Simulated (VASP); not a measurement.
# Ru (P6_3/mmc) in VASP: a series of runs, part 2 of 2

VASP 6.6.1. The steps go on from the part before.

## Step 5: Single point, PBEsol

This run uses another cell than the first one, of 10.69 Å³/atom, 0.654 times its volume.

The input, INCAR:

```
SYSTEM = Ru
PREC     = Accurate       ! precision mode
ENCUT    = 520            ! plane-wave cutoff, eV
EDIFF    = 1E-6           ! SCF threshold, eV
ISMEAR   = 0              ! smearing method
SIGMA    = 0.15           ! smearing width, eV
LREAL    = .False.        ! projectors in reciprocal space
LASPH    = .True.         ! aspherical terms in the spheres
NELM     = 80             ! most SCF steps
ALGO     = Normal         ! electronic algorithm
ISIF     = 2              ! what is computed and relaxed
LWAVE    = .False.        ! write WAVECAR
LCHARG   = .False.        ! write CHGCAR
GGA      = PS             ! functional
NBANDS   = 21             ! bands
```

The input, KPOINTS:

```
Automatic mesh
0
Gamma
  18 18 10
  0 0 0
```

The input, POSCAR:

```
Ru
1.0
    2.5014000000      0.0000000000      0.0000000000
   -1.2507000000      2.1662759450      0.0000000000
    0.0000000000      0.0000000000      3.9462000000
Ru
2
Direct
    0.3333333333      0.6666666667      0.2500000000
    0.6666666667      0.3333333333      0.7500000000
```

Potentials or basis: VASP PAW PBE potentials, release 64 (Ru_pv).

Launch:

```
$ cat potpaw_PBE.64/Ru_pv/POTCAR > POTCAR
$ mpirun -np 1 vasp_std > vasp.out
```

OUTCAR:

```text
SYSTEM = Ru
   PREC = Accurate
   ENCUT = 520
   EDIFF = 1E-6
   ISMEAR = 0
   LREAL = .False.
   LASPH = .True.
   NELM = 80
   ISIF = 2
   GGA = PS

 ion  position               nearest neighbor table
   1  0.333  0.667  0.250-   2 2.45   2 2.45   2 2.45   2 2.45   2 2.45   2 2.45
   2  0.667  0.333  0.750-   1 2.45   1 2.45   1 2.45   1 2.45   1 2.45   1 2.45

  LATTYP: Found a hexagonal cell.
 ALAT       =     2.5014000000
 C/A-ratio  =     1.5775965459

  Lattice vectors:

 A1 = (   2.5014000000,   0.0000000000,   0.0000000000)
 A2 = (  -1.2507000000,   2.1662759450,   0.0000000000)
 A3 = (   0.0000000000,   0.0000000000,   3.9462000000)

Analysis of symmetry for initial positions (statically):
=====================================================================
 Subroutine PRICEL returns:
 Original cell was already a primitive cell.

 Routine SETGRP: Setting up the symmetry group for a
 hexagonal supercell.

 Subroutine GETGRP returns: Found 24 space group operations
 (whereof 12 operations were pure point group operations)
 out of a pool of 24 trial point group operations.

The static configuration has the point symmetry D_3d.
 The point group associated with its full space group is D_6h.

Analysis of symmetry for dynamics (positions and initial velocities):
=====================================================================
 Subroutine PRICEL returns:
 Original cell was already a primitive cell.

 Routine SETGRP: Setting up the symmetry group for a
 hexagonal supercell.

 Subroutine GETGRP returns: Found 24 space group operations
 (whereof 12 operations were pure point group operations)
 out of a pool of 24 trial point group operations.

The dynamic configuration has the point symmetry D_3d.
 The point group associated with its full space group is D_6h.

 Subroutine INISYM returns: Found 24 space group operations
 (whereof 12 operations are pure point group operations),
 and found     1 'primitive' translations

----------------------------------------------------------------------------------------

                                     Primitive cell

  volume of cell :      21.3834

  direct lattice vectors                    reciprocal lattice vectors
     2.501400000  0.000000000  0.000000000     0.399776125  0.230810854  0.000000000
    -1.250700000  2.166275945  0.000000000     0.000000000  0.461621707  0.000000000
     0.000000000  0.000000000  3.946200000     0.000000000  0.000000000  0.253408342

  length of vectors
     2.501400000  2.501400000  3.946200000     0.461621707  0.461621707  0.253408342

  position of ions in fractional coordinates (direct lattice)
     0.333333333  0.666666667  0.250000000
     0.666666667  0.333333333  0.750000000

  ion indices of the primitive-cell ions
   primitive index   ion index
                 1           1
                 2           2

----------------------------------------------------------------------------------------

 KPOINTS: Automatic mesh

Automatic generation of k-mesh.
 Grid dimensions read from file:
 generate k-points for:   18   18   10

 Generating k-lattice:

  Cartesian coordinates                     Fractional coordinates (reciprocal lattice)
     0.022209785  0.012822825  0.000000000     0.055555556 -0.000000000  0.000000000
     0.000000000  0.025645650  0.000000000     0.000000000  0.055555556  0.000000000
     0.000000000  0.000000000  0.025340834     0.000000000  0.000000000  0.100000000

  Length of vectors
     0.025645650  0.025645650  0.025340834

  Shift w.r.t. Gamma in fractional coordinates (k-lattice)
     0.000000000  0.000000000  0.000000000

 Subroutine IBZKPT returns following result:
 ===========================================

 Found    222 irreducible k-points:

 Following reciprocal coordinates:
            Coordinates               Weight
  0.000000  0.000000  0.000000      1.000000
  0.055556  0.000000  0.000000      6.000000
  0.111111  0.000000  0.000000      6.000000
  0.166667  0.000000  0.000000      6.000000
  0.222222  0.000000  0.000000      6.000000
  0.277778  0.000000  0.000000      6.000000
[... 16 lines left out ...]
  0.333333  0.111111  0.000000     12.000000
  0.388889  0.111111  0.000000     12.000000
 [... further k-points ...]
   k-points           NKPTS =    222   k-points in BZ     NKDIM =    222   number of bands    NBANDS=     21
   number of dos      NEDOS =    301   number of ions     NIONS =      2
   total plane-waves  NPLWV =  12000
   dimension x,y,z NGX =    20 NGY =   20 NGZ =   30
   dimension x,y,z NGXF=    40 NGYF=   40 NGZF=   60
   ions per type =               2
   NGX,Y,Z   is equivalent  to a cutoff of  13.29, 13.29, 12.64 a.u.
   NGXF,Y,Z  is equivalent  to a cutoff of  26.58, 26.58, 25.28 a.u.
 SYSTEM =  Ru
   PREC   = accura    normal or accurate (medium, high low for compatibility)
   ISTART =      0    job   : 0-new  1-cont  2-samecut
   ICHARG =      2    charge: 1-file 2-atom 10-const
   ISPIN  =      1    spin polarized calculation?
   LNONCOLLINEAR =      F non collinear calculations
   LSORBIT =      F    spin-orbit coupling
   LASPH  =      T    aspherical Exc in radial PAW
   ENCUT  =  520.0 eV  38.22 Ry    6.18 a.u.   4.65  4.65  7.34*2*pi/ulx,y,z
   NELM   =     80;   NELMIN=  2; NELMDL= -5     # of ELM steps
   EDIFF  = 0.1E-05   stopping-criterion for ELM
   LREAL  =      F    real-space projection
   EDIFFG = 0.1E-04   stopping-criterion for IOM
   NSW    =      0    number of steps for IOM
   IBRION =     -1    ionic relax: 0-MD 1-quasi-New 2-CG
   NFREE  =      0    steps in history (QN), initial steepest desc. (CG)
   ISIF   =      2    stress and relaxation
   ISYM   =      2    0-nonsym 1-usesym 2-fastsym
   POTIM  = 0.5000    time-step for ionic-motion
   TEBEG  =    0.0;   TEEND  =   0.0 temperature during run
   PSTRESS=    0.0 pullay stress
   NELECT =      28.0000    total number of electrons
   NUPDOWN=      -1.0000    fix difference up-down
   EMIN   =  10.00;   EMAX   =-10.00  energy-range for DOS
   EFERMI =   0.00;   METHOD = LEGACY
   ISMEAR =     0;   SIGMA  =   0.15  broadening in eV -4-tet -1-fermi 0-gaus
   EFERMI_NEDOS =   21; number of points for ismear=-14 and -15
   IALGO  =     38    algorithm
   IMIX   =      4    mixing-type and parameters
     AMIX     =   0.40;   BMIX     =  1.00
     AMIX_MAG =   1.60;   BMIX_MAG =  1.00
  volume/ion in A,a.u.               =      10.69        72.15
  Fermi-wavevector in a.u.,A,eV,Ry     =   1.791027  3.384551 43.644473  3.207778
  Thomas-Fermi vector in A             =   2.853678
   LORBIT       =      0    0 simple, 1 ext, 2 COOP (PROOUT), +10 PAW based schemes
   GGA     = PS    functional components
   LHFCALC =     F    Hartree Fock is set to
   AEXX    =    0.0000 exact exchange contribution
   IVDW    =     0    specifies the selected vdW correction
   LEPSILON=     F    determine dielectric tensor
   LRPA    =     F    only Hartree local field effects (RPA)
 non-spin polarized calculation
 Gauss-broadening in eV      SIGMA  =   0.15
  energy-cutoff  :      520.00
  volume of cell :       21.38
 maximum number of plane-waves:       590
 NGX is ok and might be reduce to    20
   NGX =  9   NGY =  9   NGZ = 15

 number of electron      27.9999990 magnetization

 Free energy of the ion-electron system (eV)
  ---------------------------------------------------
  ext. energy  EPLUGINS =         0.00000000
  ---------------------------------------------------
  free energy    TOTEN  =       -18.62633104 eV

  energy without entropy =      -18.61275661  energy(sigma->0) =      -18.61954383

 E-fermi :  17.5795     XC(G=0): -15.8084

 val. band max:       17.5754587043   @ k =   0.2778   0.0556   0.1000
 cond. band min:      17.5890278032   @ k =   0.4444   0.0556   0.2000
 fundamental gap:      0.0135690989
 Fermi energy:        17.5795265783

 k-point     1 :       0.0000    0.0000    0.0000
  band No.  band energies     occupation
      1     -27.2746      2.00000
      2     -25.2668      2.00000
      3     -25.2668      2.00000
      4     -24.9124      2.00000
      5     -24.9124      2.00000
      6     -24.8124      2.00000
[... 13 lines left out ...]
     20      27.6793      0.00000
     21      31.1272      0.00000

 k-point     2 :       0.0556    0.0000    0.0000
  band No.  band energies     occupation
      1     -27.2523      2.00000
      2     -25.3177      2.00000
      3     -25.2839      2.00000
      4     -24.9651      2.00000
      5     -24.9184      2.00000
      6     -24.8228      2.00000
[... 520 lines left out ...]
 k-point    24 :       0.3889    0.1111    0.0000
  band No.  band energies     occupation
      1     -26.8052      2.00000
      2     -26.3944      2.00000
      3     -26.2454      2.00000
      4     -25.8512      2.00000
      5     -25.4419      2.00000
      6     -25.2762      2.00000
[... 13 lines left out ...]
     20      27.6850      0.00000
     21      31.1743      0.00000

 [... further k-points ...]
[... 5 lines left out ...]
  --------------------------------------------------------------------------------------
  -------------------------------------------------------------------------------------
  Total       16.7889261     16.7889261     18.0944806      0.0000000     -0.0000000     -0.0000000
  in kB     1257.9329250   1257.9329250   1355.7533576      0.0000000     -0.0000000     -0.0000000
  external PRESSURE =    1290.5397359 kB  Pullay stress =       0.0000000 kB

 VOLUME and BASIS-vectors are now :
 -----------------------------------------------------------------------------
  energy-cutoff  :      520.00
  volume of cell :       21.38
      direct lattice vectors                 reciprocal lattice vectors
     2.501400000  0.000000000  0.000000000     0.399776125  0.230810854  0.000000000
    -1.250700000  2.166275945  0.000000000     0.000000000  0.461621707  0.000000000
     0.000000000  0.000000000  3.946200000     0.000000000  0.000000000  0.253408342

 POSITION                                       TOTAL-FORCE (eV/Angst)
 -----------------------------------------------------------------------------------
     -0.00000      1.44418      0.98655         0.000000      0.000000      0.000000
      1.25070      0.72209      2.95965        -0.000000     -0.000000      0.000000
 -----------------------------------------------------------------------------------
    total drift:                               -0.000000      0.000000     -0.000000

  FREE ENERGIE OF THE ION-ELECTRON SYSTEM (eV)
  ---------------------------------------------------
  free  energy   TOTEN  =       -18.6263310437 eV

  energy  without entropy=      -18.6127566077  energy(sigma->0) =      -18.61954383
```

It took 42 s on 1 thread of Intel Xeon Platinum 8488C (Sapphire Rapids), shared host; peak memory 0.19 GiB.

Results:

| Property | Result |
| --- | --- |
| Free energy | -18.6263 eV |
| Pressure | 129.1 GPa |
| Band gap on the k mesh | zero (band 14 reaches 19.75 eV, above the bottom of band 15 at 15.22 eV) |

Caveat: the PAW data sets were made with another functional, which shifts forces and pressure a little.

## Step 6: Single point, PBEsol

This run uses another cell than the first one, of 16.64 Å³/atom, 1.018 times its volume.

The input, INCAR:

```
PREC     = Accurate       # precision mode
ENCUT    = 520            # plane-wave cutoff, eV
EDIFF    = 1E-7           # SCF threshold, eV
ISMEAR   = 0              # smearing method
SIGMA    = 0.15           # smearing width, eV
LREAL    = False          # projectors in reciprocal space
LASPH    = True           # aspherical terms in the spheres
NELM     = 100            # most SCF steps
ALGO     = Fast           # electronic algorithm
ISIF     = 2              # what is computed and relaxed
LWAVE    = False          # write WAVECAR
LCHARG   = True           # write CHGCAR
GGA      = PS             # functional
LELF     = True           # ELF
LVHAR    = True         
NBANDS   = 21             # bands
```

The input, KPOINTS:

```
regular mesh
0
Gamma
  18 18 10
```

The input, POSCAR:

```
Ru
1.0
    2.8403000000      0.0000000000      0.0000000000
   -1.4201500000      2.4597719544      0.0000000000
    0.0000000000      0.0000000000      4.7627000000
Ru
2
Direct
    0.3333333333      0.6666666667      0.2500000000
    0.6666666667      0.3333333333      0.7500000000
```

Potentials or basis: VASP PAW PBE potentials, release 64 (Ru_pv).

Launch:

```
$ cat potpaw_PBE.64/Ru_pv/POTCAR > POTCAR
$ mpirun -np 1 vasp_std > vasp.out
```

It took 79 s on 1 thread of Intel Xeon Platinum 8488C (Sapphire Rapids), shared host; peak memory 0.24 GiB.

Results (log left out):

```yaml
Free_energy: -19.1216 eV
Pressure: -44.3 GPa
Band_gap_on_the_k_mesh: zero (band 14 reaches 10.50 eV, above the bottom of band 15 at 8.35 eV)
```

Stress tensor (GPa, compression positive):
```
-39.22   0.00   0.00
  0.00 -39.22   0.00
  0.00   0.00 -54.57
```

Levels at points of the mesh, in eV from the Fermi level:
```
           k point  band 12  band 13  band 14  band 15  band 16  band 17
(0.00, 0.00, 0.00)    -1.48    -1.48    -0.70    -0.70     0.64     0.87
(0.50, 0.00, 0.00)    -1.37    -1.26     1.18     1.27     1.48     3.22
(0.00, 0.00, 0.50)    -1.91    -1.91    -1.91     0.37     0.37     0.37
(0.50, 0.00, 0.50)    -0.61     0.37     0.37     1.40     1.40     2.76
```

Caveat: the PAW data sets were made with another functional, which shifts forces and pressure a little.

## Step 7: Summary

```tsv
cell	gap on the mesh (eV)	pressure (GPa)
a = 2.878, b = 2.878, c = 4.559 Å, angles 90.0, 90.0, 120.0°, 2 atoms	none	-43.1
a = 2.539, b = 2.539, c = 3.742 Å, angles 90.0, 90.0, 120.0°, 2 atoms	none	156.2
a = 2.840, b = 2.840, c = 4.661 Å, angles 90.0, 90.0, 120.0°, 2 atoms	none	-42.6
a = 2.501, b = 2.501, c = 3.946 Å, angles 90.0, 90.0, 120.0°, 2 atoms	none	129.1
a = 2.840, b = 2.840, c = 4.763 Å, angles 90.0, 90.0, 120.0°, 2 atoms	none	-44.3
```

Alike in all rows: task single point; level PBEsol; potentials or basis VASP PAW PBE potentials, release 64 (Ru_pv); no spin polarisation; k mesh 18 × 18 × 10; cutoff (eV) 520; smearing gaussian 0.15 eV.

Caveats: the PAW data sets were made with another functional, which shifts forces and pressure a little.

Absolute energies hang on the potentials; compare differences alone.
